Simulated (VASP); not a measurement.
# BaTiO3 (R3m) in VASP: notebook

Runs on BaTiO3. Level: LDA. Tasks: single point.

Program: VASP 6.6.1. These are calculated values, not measurements. Logs are shortened: lines on timing, memory, paths and dates and some standing lists are left out, and cuts for length are marked.

**1. The cell of the first run**

It takes space group R3m (No. 160, trigonal). The conventional cell has a = 5.540 Å, b = 5.540 Å, c = 6.811 Å, α = 90.00°, β = 90.00°, γ = 120.00°. Within 3.6 Å of Ba (site symmetry 3m) lie 12 O at 2.73 to 2.82 Å and 8 Ti at 3.31 to 3.50 Å. Within 2.4 Å of Ti (site symmetry 3m) lie 6 O at 1.84 to 2.09 Å. Within 2.4 Å of O (site symmetry m) lie 2 Ti at 1.84 to 2.09 Å.

**2. Single point, LDA (12.07 Å³/atom)**

File INCAR:

```
  PREC = Accurate
  ENCUT = 520
  EDIFF = 1E-6
  ISMEAR = -1
  SIGMA = 0.05
  LREAL = F
  LASPH = T
  NELM = 80
  ALGO = Normal
  ISIF = 2
  LWAVE = F
  LCHARG = F
  GGA = CA
  NBANDS = 28
```

File KPOINTS:

```
regular mesh
0
Gamma
  9 9 9
```

File POSCAR:

```
BaTiO3
1.0
    2.7699444471      1.5992281722      2.2704176869
   -2.7699444471      1.5992281722      2.2704176869
    0.0000000000     -3.1984563444      2.2704176869
Ba Ti O
1 1 3
Direct
    0.0000000000      0.0000000000      0.0000000000
    0.5140000000      0.5140000000      0.5140000000
    0.4916000000      0.4916000000      0.9815000000
    0.4916000000      0.9815000000      0.4916000000
    0.9815000000      0.4916000000      0.4916000000
```

Potentials or basis: VASP PAW LDA potentials, release 64 (Ba_sv, Ti_sv, O).

The run is started by

```sh
> cat potpaw_LDA.64/Ba_sv/POTCAR potpaw_LDA.64/Ti_sv/POTCAR potpaw_LDA.64/O/POTCAR > POTCAR
> mpirun -np 1 vasp_std > vasp.out
```

OUTCAR:

```text
PREC = Accurate
   ENCUT = 520
   EDIFF = 1E-6
   ISMEAR = -1
   LREAL = F
   LASPH = T
   NELM = 80
   ISIF = 2
   GGA = CA

 ion  position               nearest neighbor table
   1  0.000  0.000  0.000-   4 2.73   5 2.73   3 2.73   3 2.77   3 2.77   4 2.77   5 2.77   5 2.77
                             4 2.77   5 2.82   4 2.82   3 2.82   2 3.31   2 3.36   2 3.36   2 3.36
   2  0.514  0.514  0.514-   4 1.84   5 1.84   3 1.84   4 2.09   5 2.09   3 2.09   1 3.31   1 3.36
                             1 3.36   1 3.36   1 3.43   1 3.43   1 3.43   1 3.50
   3  0.492  0.492  0.981-   2 1.84   2 2.09   1 2.73   1 2.77   1 2.77   1 2.82
   4  0.492  0.981  0.492-   2 1.84   2 2.09   1 2.73   1 2.77   1 2.77   1 2.82
   5  0.981  0.492  0.492-   2 1.84   2 2.09   1 2.73   1 2.77   1 2.77   1 2.82

  LATTYP: Found a trigonal (rhomboedric) cell.
 ALAT       =     3.9223614647
 COS(alpha) =     0.0025827226

  Lattice vectors:

 A1 = (   2.7699444471,   1.5992281722,   2.2704176869)
 A2 = (  -2.7699444471,   1.5992281722,   2.2704176869)
 A3 = (   0.0000000000,  -3.1984563444,   2.2704176869)

Analysis of symmetry for initial positions (statically):
=====================================================================
 Subroutine PRICEL returns:
 Original cell was already a primitive cell.

 Routine SETGRP: Setting up the symmetry group for a
 trigonal (rhombohedral) supercell.

 Subroutine GETGRP returns: Found  6 space group operations
 (whereof  6 operations were pure point group operations)
 out of a pool of 12 trial point group operations.

The static configuration has the point symmetry C_3v.

Analysis of symmetry for dynamics (positions and initial velocities):
=====================================================================
 Subroutine PRICEL returns:
 Original cell was already a primitive cell.

 Routine SETGRP: Setting up the symmetry group for a
 trigonal (rhombohedral) supercell.

 Subroutine GETGRP returns: Found  6 space group operations
 (whereof  6 operations were pure point group operations)
 out of a pool of 12 trial point group operations.

The dynamic configuration has the point symmetry C_3v.

 Subroutine INISYM returns: Found  6 space group operations
 (whereof  6 operations are pure point group operations),
 and found     1 'primitive' translations

----------------------------------------------------------------------------------------

                                     Primitive cell

  volume of cell :      60.3446

  direct lattice vectors                    reciprocal lattice vectors
     2.769944447  1.599228172  2.270417687     0.180509035  0.104216940  0.146815864
    -2.769944447  1.599228172  2.270417687    -0.180509035  0.104216940  0.146815864
     0.000000000 -3.198456344  2.270417687     0.000000000 -0.208433880  0.146815864

  length of vectors
     3.922361465  3.922361465  3.922361465     0.254950152  0.254950152  0.254950152

  position of ions in fractional coordinates (direct lattice)
     0.000000000  0.000000000  0.000000000
     0.514000000  0.514000000  0.514000000
     0.491600000  0.491600000  0.981500000
     0.491600000  0.981500000  0.491600000
     0.981500000  0.491600000  0.491600000

  ion indices of the primitive-cell ions
   primitive index   ion index
                 1           1
                 2           2
                 3           3
                 4           4
                 5           5

----------------------------------------------------------------------------------------

 KPOINTS: regular mesh

Automatic generation of k-mesh.
 Grid dimensions read from file:
 generate k-points for:    9    9    9

 Generating k-lattice:

  Cartesian coordinates                     Fractional coordinates (reciprocal lattice)
     0.020056559  0.011579660  0.016312874     0.111111111  0.000000000 -0.000000000
    -0.020056559  0.011579660  0.016312874     0.000000000  0.111111111 -0.000000000
     0.000000000 -0.023159320  0.016312874    -0.000000000 -0.000000000  0.111111111

  Length of vectors
     0.028327795  0.028327795  0.028327795

  Shift w.r.t. Gamma in fractional coordinates (k-lattice)
     0.000000000  0.000000000  0.000000000

 Subroutine IBZKPT returns following result:
 ===========================================

 Found     85 irreducible k-points:

 Following reciprocal coordinates:
            Coordinates               Weight
  0.000000  0.000000  0.000000      1.000000
  0.111111  0.000000  0.000000      6.000000
  0.222222 -0.000000 -0.000000      6.000000
  0.333333 -0.000000 -0.000000      6.000000
  0.444444 -0.000000 -0.000000      6.000000
  0.111111  0.111111  0.000000      6.000000
[... 16 lines left out ...]
 -0.333333  0.333333  0.000000      6.000000
  0.444444  0.444444 -0.000000      6.000000
 [... further k-points ...]
   k-points           NKPTS =     85   k-points in BZ     NKDIM =     85   number of bands    NBANDS=     28
   number of dos      NEDOS =    301   number of ions     NIONS =      5
   total plane-waves  NPLWV =  27000
   dimension x,y,z NGX =    30 NGY =   30 NGZ =   30
   dimension x,y,z NGXF=    60 NGYF=   60 NGZF=   60
   ions per type =               1   1   3
   NGX,Y,Z   is equivalent  to a cutoff of  12.72, 12.72, 12.72 a.u.
   NGXF,Y,Z  is equivalent  to a cutoff of  25.43, 25.43, 25.43 a.u.
 SYSTEM =  unknown system
   PREC   = accura    normal or accurate (medium, high low for compatibility)
   ISTART =      0    job   : 0-new  1-cont  2-samecut
   ICHARG =      2    charge: 1-file 2-atom 10-const
   ISPIN  =      1    spin polarized calculation?
   LNONCOLLINEAR =      F non collinear calculations
   LSORBIT =      F    spin-orbit coupling
   LASPH  =      T    aspherical Exc in radial PAW
   ENCUT  =  520.0 eV  38.22 Ry    6.18 a.u.   7.29  7.29  7.29*2*pi/ulx,y,z
   NELM   =     80;   NELMIN=  2; NELMDL= -5     # of ELM steps
   EDIFF  = 0.1E-05   stopping-criterion for ELM
   LREAL  =      F    real-space projection
   EDIFFG = 0.1E-04   stopping-criterion for IOM
   NSW    =      0    number of steps for IOM
   IBRION =     -1    ionic relax: 0-MD 1-quasi-New 2-CG
   NFREE  =      0    steps in history (QN), initial steepest desc. (CG)
   ISIF   =      2    stress and relaxation
   ISYM   =      2    0-nonsym 1-usesym 2-fastsym
   POTIM  = 0.5000    time-step for ionic-motion
   TEBEG  =    0.0;   TEEND  =   0.0 temperature during run
   PSTRESS=    0.0 pullay stress
   NELECT =      40.0000    total number of electrons
   NUPDOWN=      -1.0000    fix difference up-down
   EMIN   =  10.00;   EMAX   =-10.00  energy-range for DOS
   EFERMI =   0.00;   METHOD = LEGACY
   ISMEAR =    -1;   SIGMA  =   0.05  broadening in eV -4-tet -1-fermi 0-gaus
   EFERMI_NEDOS =   21; number of points for ismear=-14 and -15
   IALGO  =     38    algorithm
   IMIX   =      4    mixing-type and parameters
     AMIX     =   0.40;   BMIX     =  1.00
     AMIX_MAG =   1.60;   BMIX_MAG =  1.00
  volume/ion in A,a.u.               =      12.07        81.45
  Fermi-wavevector in a.u.,A,eV,Ry     =   1.427410  2.697413 27.721852  2.037499
  Thomas-Fermi vector in A             =   2.547582
   LORBIT       =      0    0 simple, 1 ext, 2 COOP (PROOUT), +10 PAW based schemes
   GGA     = CA    functional components
   LHFCALC =     F    Hartree Fock is set to
   AEXX    =    0.0000 exact exchange contribution
   IVDW    =     0    specifies the selected vdW correction
   LEPSILON=     F    determine dielectric tensor
   LRPA    =     F    only Hartree local field effects (RPA)
 non-spin polarized calculation
  energy-cutoff  :      520.00
  volume of cell :       60.34
 maximum number of plane-waves:      1647
 NGX is ok and might be reduce to    30
   NGX = 15   NGY = 15   NGZ = 15

 number of electron      39.9999999 magnetization

 Free energy of the ion-electron system (eV)
  ---------------------------------------------------
  ext. energy  EPLUGINS =         0.00000000
  ---------------------------------------------------
  free energy    TOTEN  =       -44.09185969 eV

  energy without entropy =      -44.09185969  energy(sigma->0) =      -44.09185969

 E-fermi :   4.9717     XC(G=0): -12.0349

 val. band max:        3.9143538204   @ k =   0.4444   0.4444   0.4444
 cond. band min:       6.3652319092   @ k =   0.0000   0.0000   0.0000
 fundamental gap:      2.4508780888
 Fermi energy:         4.9716642314

 k-point     1 :       0.0000    0.0000    0.0000
  band No.  band energies     occupation
      1     -51.3397      2.00000
      2     -28.0490      2.00000
      3     -28.0490      2.00000
      4     -28.0290      2.00000
      5     -20.5755      2.00000
      6     -12.6845      2.00000
[... 20 lines left out ...]
     27       8.9862      0.00000
     28      11.8452      0.00000

 k-point     2 :       0.1111    0.0000    0.0000
  band No.  band energies     occupation
      1     -51.3395      2.00000
      2     -28.0557      2.00000
      3     -28.0486      2.00000
      4     -28.0309      2.00000
      5     -20.5561      2.00000
      6     -12.7020      2.00000
[... 20 lines left out ...]
     27       9.2951      0.00000
     28      12.1534      0.00000

 k-point     3 :       0.2222   -0.0000   -0.0000
  band No.  band energies     occupation
      1     -51.3390      2.00000
      2     -28.0759      2.00000
      3     -28.0477      2.00000
      4     -28.0322      2.00000
      5     -20.5063      2.00000
      6     -12.7956      2.00000
[... 20 lines left out ...]
     27       9.9995      0.00000
     28      12.6693      0.00000

 k-point     4 :       0.3333   -0.0000   -0.0000
  band No.  band energies     occupation
      1     -51.3385      2.00000
      2     -28.1005      2.00000
      3     -28.0466      2.00000
      4     -28.0319      2.00000
      5     -20.4483      2.00000
      6     -12.9485      2.00000
[... 20 lines left out ...]
     27      10.9216      0.00000
     28      12.5199      0.00000

 k-point     5 :       0.4444   -0.0000   -0.0000
  band No.  band energies     occupation
      1     -51.3381      2.00000
      2     -28.1166      2.00000
      3     -28.0459      2.00000
      4     -28.0314      2.00000
      5     -20.4096      2.00000
      6     -13.0592      2.00000
[... 20 lines left out ...]
     27      11.6922      0.00000
     28      12.4221      0.00000

 k-point     6 :       0.1111    0.1111    0.0000
  band No.  band energies     occupation
      1     -51.3393      2.00000
      2     -28.0572      2.00000
      3     -28.0526      2.00000
      4     -28.0335      2.00000
      5     -20.5378      2.00000
      6     -12.7050      2.00000
[... 463 lines left out ...]
      5     -20.3328      2.00000
      6     -12.5878      2.00000
[... 20 lines left out ...]
     27      12.5788      0.00000
     28      13.7684      0.00000

 k-point    22 :      -0.4444    0.3333   -0.0000
  band No.  band energies     occupation
      1     -51.3370      2.00000
      2     -28.1138      2.00000
      3     -28.0927      2.00000
      4     -28.0354      2.00000
      5     -20.3325      2.00000
      6     -12.5891      2.00000
[... 20 lines left out ...]
     27      12.6062      0.00000
     28      13.7573      0.00000

 k-point    23 :      -0.3333    0.3333    0.0000
  band No.  band energies     occupation
      1     -51.3373      2.00000
      2     -28.1026      2.00000
      3     -28.0893      2.00000
      4     -28.0359      2.00000
      5     -20.3590      2.00000
      6     -12.6381      2.00000
[... 20 lines left out ...]
     27      12.7324      0.00000
     28      12.9918      0.00000

 k-point    24 :       0.4444    0.4444   -0.0000
  band No.  band energies     occupation
      1     -51.3366      2.00000
      2     -28.1164      2.00000
      3     -28.1044      2.00000
      4     -28.0349      2.00000
      5     -20.3095      2.00000
      6     -12.4239      2.00000
[... 20 lines left out ...]
     27      12.3976      0.00000
     28      14.1807      0.00000

 [... further k-points ...]

------------------------ aborting loop because EDIFF is reached ----------------------------------------

  FORCE on cell =-STRESS in cart. coord.  units (eV):
  Direction    XX          YY          ZZ          XY          YZ          ZX
  --------------------------------------------------------------------------------------
  -------------------------------------------------------------------------------------
  Total        3.2071406      3.2071406      2.8331095     -0.0000000     -0.0000000     -0.0000000
  in kB       85.1510644     85.1510644     75.2203654     -0.0000000     -0.0000000     -0.0000000
  external PRESSURE =      81.8408314 kB  Pullay stress =       0.0000000 kB

 VOLUME and BASIS-vectors are now :
 -----------------------------------------------------------------------------
  energy-cutoff  :      520.00
  volume of cell :       60.34
      direct lattice vectors                 reciprocal lattice vectors
     2.769944447  1.599228172  2.270417687     0.180509035  0.104216940  0.146815864
    -2.769944447  1.599228172  2.270417687    -0.180509035  0.104216940  0.146815864
     0.000000000 -3.198456344  2.270417687     0.000000000 -0.208433880  0.146815864

 POSITION                                       TOTAL-FORCE (eV/Angst)
 -----------------------------------------------------------------------------------
      0.00000      0.00000      0.00000        -0.000000     -0.000000      0.077357
      0.00000      0.00000      3.50098        -0.000000     -0.000000     -0.716648
      0.00000     -1.56692      4.46069        -0.000000     -0.544587      0.213097
     -1.35700      0.78346      4.46069        -0.471626      0.272293      0.213097
      1.35700      0.78346      4.46069         0.471626      0.272293      0.213097
 -----------------------------------------------------------------------------------
    total drift:                               -0.000000      0.000002     -0.000100

  FREE ENERGIE OF THE ION-ELECTRON SYSTEM (eV)
  ---------------------------------------------------
  free  energy   TOTEN  =       -44.0918596895 eV

  energy  without entropy=      -44.0918596894  energy(sigma->0) =      -44.09185969
```

Wall time 73 s (1 thread of Intel Xeon Platinum 8559C (Emerald Rapids), shared host); peak memory 0.25 GiB.

What came out:

| Item | Value |
| --- | --- |
| Free energy | -44.0919 eV |
| Pressure | 8.2 GPa |
| Largest force | 0.717 eV/Å |
| Band gap on the k mesh | 2.45 eV (least direct gap 2.74 eV) |

Forces on the atoms (eV/Å):
```
Ba   0.000  0.000  0.077
Ti   0.000  0.000 -0.717
O    0.000 -0.545  0.213
O   -0.472  0.272  0.213
O    0.472  0.272  0.213
```

Caveat: the cell stands under pressure; spin-orbit coupling is left out, which moves the levels of the heavy elements. A k mesh can miss the band edges.

**3. Single point, LDA (12.58 Å³/atom)**

This run uses another cell than the first one, of 12.58 Å³/atom.

File INCAR:

```
SYSTEM = BaTiO3
PREC = Accurate ; ENCUT = 520
EDIFF = 1E-7 ; ISMEAR = -1
SIGMA = 0.05 ; LREAL = .FALSE.
LASPH = .TRUE. ; NELM = 60
ALGO = Normal ; ISIF = 2
LWAVE = .FALSE. ; LCHARG = .FALSE.
NBANDS = 28
```

File KPOINTS:

```
Automatic mesh
0
G
  9 9 9
  0 0 0
```

Changes to POSCAR since step 2:

```diff
@@ -2,5 +2,5 @@
 1.0
-    2.7699444471      1.5992281722      2.2704176869
-   -2.7699444471      1.5992281722      2.2704176869
-    0.0000000000     -3.1984563444      2.2704176869
+    2.8086899470      1.6215978970      2.3021758936
+   -2.8086899470      1.6215978970      2.3021758936
+    0.0000000000     -3.2431957940      2.3021758936
 Ba Ti O
```

Potentials or basis: VASP PAW LDA potentials, release 64 (Ba_sv, Ti_sv, O).

The run is started by

```sh
> cat potpaw_LDA.64/Ba_sv/POTCAR potpaw_LDA.64/Ti_sv/POTCAR potpaw_LDA.64/O/POTCAR > POTCAR
> mpirun -np 1 vasp_std > vasp.out
```

It took 80 s on 1 thread of Intel Xeon Platinum 8559C (Emerald Rapids), shared host; peak memory 0.26 GiB.

The run converged. Its results:

```
Free energy            : -44.1552 eV
Pressure               : -0.3 GPa
Largest force          : 0.245 eV/Å
Band gap on the k mesh : 2.35 eV (least direct gap 2.68 eV)
```

Forces on the atoms (eV/Å):
```
Ba   0.000  0.000  0.094
Ti   0.000  0.000 -0.241
O    0.000 -0.240  0.049
O   -0.207  0.120  0.049
O    0.207  0.120  0.049
```

Stress tensor (GPa, compression positive):
```
-0.17  0.00  0.00
 0.00 -0.17  0.00
 0.00  0.00 -0.63
```

Levels at points of the mesh, in eV from the valence-band top:
| k point | band 18 | band 19 | band 20 | band 21 | band 22 | band 23 |
| --- | --- | --- | --- | --- | --- | --- |
| (0.00, 0.00, 0.00) | -0.48 | -0.33 | -0.33 | 2.35 | 2.35 | 2.49 |

Caveat: spin-orbit coupling is left out, which moves the levels of the heavy elements. A k mesh can miss the band edges.
